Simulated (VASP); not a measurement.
A run of VASP 6.6.1 is set up as follows.

The input INCAR:

```
SYSTEM = YbOs3
  PREC = Accurate
  ENCUT = 520
  EDIFF = 1E-6
  ISMEAR = 0
  SIGMA = 0.05
  LREAL = .False.
  LASPH = .True.
  NELM = 150
  ALGO = Normal
  ISIF = 2
  LWAVE = .False.
  LCHARG = .False.
  LMAXMIX = 6
  LDAU = .True.
  LDAUTYPE = 2
  LDAUL = 3 -1
  LDAUU = 2 0
  LDAUJ = 0 0
  LDAUPRINT = 1
  GGA = PS
  NBANDS = 32
```

The input KPOINTS:

```
regular mesh
0
Gamma
  8 8 8
  0 0 0
```

POSCAR

```
YbOs3
1.0
    3.9629009699      0.0000000000      0.0000000000
    0.0000000000      3.9629009699      0.0000000000
    0.0000000000      0.0000000000      3.9629009699
Yb Os
1 3
Direct
    0.0000000000      0.0000000000      0.0000000000
    0.0000000000      0.5000000000      0.5000000000
    0.5000000000      0.5000000000      0.0000000000
    0.5000000000      0.0000000000      0.5000000000
```

Potentials or basis: VASP PAW PBE potentials, release 64 (Yb, Os).

Command:

```console
$ cat potpaw_PBE.64/Yb/POTCAR potpaw_PBE.64/Os/POTCAR > POTCAR
$ mpirun -np 1 vasp_std > vasp.out
```

(1) Estimate the band gap on the k mesh.

(2) Estimate the pressure.

## Answers

(1) zero (bands 24 and 25 overlap by 2.89 eV).

(2) 1.5 GPa.

Caveat: the PAW data sets were made with another functional, which shifts forces and pressure a little; spin-orbit coupling is left out, which moves the levels of the heavy elements; U without spin polarisation on a metal has little footing.
